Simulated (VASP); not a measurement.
Input of a VASP 6.6.1 run:

The input INCAR:

```
SYSTEM = Ta3N
PREC     = Accurate       ! precision mode
ENCUT    = 520            ! plane-wave cutoff, eV
EDIFF    = 1E-6           ! SCF threshold, eV
ISMEAR   = 0              ! smearing method
SIGMA    = 0.15           ! smearing width, eV
LREAL    = .FALSE.        ! projectors in reciprocal space
LASPH    = .TRUE.         ! aspherical terms in the spheres
NELM     = 60             ! most SCF steps
ALGO     = Normal         ! electronic algorithm
ISIF     = 2              ! what is computed and relaxed
LWAVE    = .FALSE.        ! write WAVECAR
LCHARG   = .FALSE.        ! write CHGCAR
GGA      = PE             ! functional
NBANDS   = 27             ! bands
```

The input KPOINTS:

```
Automatic mesh
0
G
  18 18 6
  0 0 0
```

Contents of POSCAR:

```
Ta3N
1.0
    3.0217748255      0.0000000000      0.0000000000
   -1.5108874128      2.6169337634      0.0000000000
    0.0000000000      0.0000000000      7.5575881873
Ta N
3 1
Direct
   -0.0689521276     -0.0344760638      0.4662405269
    0.2643812057      0.6321906029      0.1398355816
    0.5977145391      0.2988572695      0.7926454722
    0.0000000000      0.0000000000      0.0000000000
```

Potentials or basis: VASP PAW PBE potentials, release 64 (Ta_pv, N).

Command:

```sh
$ cat potpaw_PBE.64/Ta_pv/POTCAR potpaw_PBE.64/N/POTCAR > POTCAR
$ mpirun -np 1 vasp_std > vasp.out
```

Q: Predict the largest force.

A: 4.464 eV/Å.

Q: What does it give for the pressure?

A: 6.7 GPa.

Q: What does it give for the band gap on the k mesh?

A: Zero (bands 19 and 20 overlap by 1.09 eV).

Stress tensor (GPa, compression positive):
```
 5.41 -3.47  0.93
-3.47  9.41  0.54
 0.93  0.54  5.17
```

Caveat: the cell differs from its parent crystal (all Ta atoms moved +0.312 Å, as atom 1 towards its neighbour atom 2 (Ta) at 3.021 Å); the cell stands under pressure; spin-orbit coupling is left out, which moves the levels of the heavy elements; forces of over 1 eV/Å act on the atoms, so gaps and moduli don't describe the material at rest.
